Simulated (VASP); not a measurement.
Li3H4, 7 atoms in the cell. The cell holds a sheet with vacuum, 7 atoms: a = 5.260 Å, b = 5.260 Å, c = 25.984 Å, α = 90.00°, β = 90.00°, γ = 90.00°. 

```yaml
Program: VASP 6.6.1
Task: single point
Functional: PBE
Potentials_or_basis: VASP PAW PBE potentials, release 64 (Li_sv, H)
Cutoff: 520 eV
k_mesh: 8 × 8 × 1
Occupations: gaussian, width 0.1 eV
Spin: no spin polarisation
Dipole_correction: yes
Further_INCAR_settings: ALGO = Normal; EDIFF = 1e-06; NBANDS = 16
```

Potentials or basis: VASP PAW PBE potentials, release 64 (Li_sv, H).

Command:

```bash
$ cat potpaw_PBE.64/Li_sv/POTCAR potpaw_PBE.64/H/POTCAR > POTCAR
$ mpirun -np 1 vasp_std > vasp.out
```

Hardware: 1 thread of Intel(R) Xeon(R) Platinum 8259CL CPU @ 2.50GHz (Skylake/Cascade Lake) (shared host).

**Question.** Estimate the wall time of this run.

**Answer.** Run time: 3.4 min on 1 thread of Intel(R) Xeon(R) Platinum 8259CL CPU @ 2.50GHz (Skylake/Cascade Lake), on a shared host, peak memory 0.67 GiB. Counts: scf iterations 21, k points 15.
